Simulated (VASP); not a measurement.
Set up this calculation in VASP 6.6.1, as the native input.

| Item | Value |
| --- | --- |
| Task | single point |
| Functional | PBE |
| Potentials or basis | VASP PAW PBE potentials, release 64 (Zn, S) |
| Cutoff | 520 eV |
| k mesh | 12 × 12 × 4 |
| Occupations | gaussian, width 0.02 eV |
| Spin | no spin polarisation |
| Dipole correction | no |
| Further INCAR settings | ALGO = Normal; EDIFF = 1e-06; NBANDS = 46 |

The structure of ZnS lies in POSCAR:

```
ZnS
1.0
    3.8467234059      0.0000000000      0.0000000000
   -1.9233617029      3.3313601908      0.0000000000
    0.0000000000      0.0000000000     12.5902249012
Zn S
4 4
Direct
    0.0000000000      0.0000000000      0.0000503385
    0.0000000000      0.0000000000      0.5000503385
    0.3333333333      0.6666666667      0.2500245045
    0.6666666667      0.3333333333      0.7500245045
    0.0000000000      0.0000000000      0.1872897063
    0.0000000000      0.0000000000      0.6872897063
    0.3333333333      0.6666666667      0.4376354507
    0.6666666667      0.3333333333      0.9376354507
```

One way to write it, as run:

INCAR

```
SYSTEM = ZnS
PREC = Accurate
ENCUT = 520
EDIFF = 1E-6
ISMEAR = 0
SIGMA = 0.02
LREAL = .FALSE.
LASPH = .TRUE.
NELM = 100
ALGO = Normal
ISIF = 2
LWAVE = .FALSE.
LCHARG = .FALSE.
GGA = PE
NBANDS = 46
```

KPOINTS

```
regular mesh
0
G
  12 12 4
  0 0 0
```

Potentials or basis: VASP PAW PBE potentials, release 64 (Zn, S).

The run is started by

```console
$ cat potpaw_PBE.64/Zn/POTCAR potpaw_PBE.64/S/POTCAR > POTCAR
$ mpirun -np 1 vasp_std > vasp.out
```

Results of the run:

```json
{
 "Pressure": "0.2 GPa",
 "Largest force": "0.004 eV/Å",
 "Band gap on the k mesh": "2.05 eV"
}
```

Run time: 11 min on 1 thread of Oxide Virtual Turin-like Processor, with other jobs on the host, peak memory 0.43 GiB.
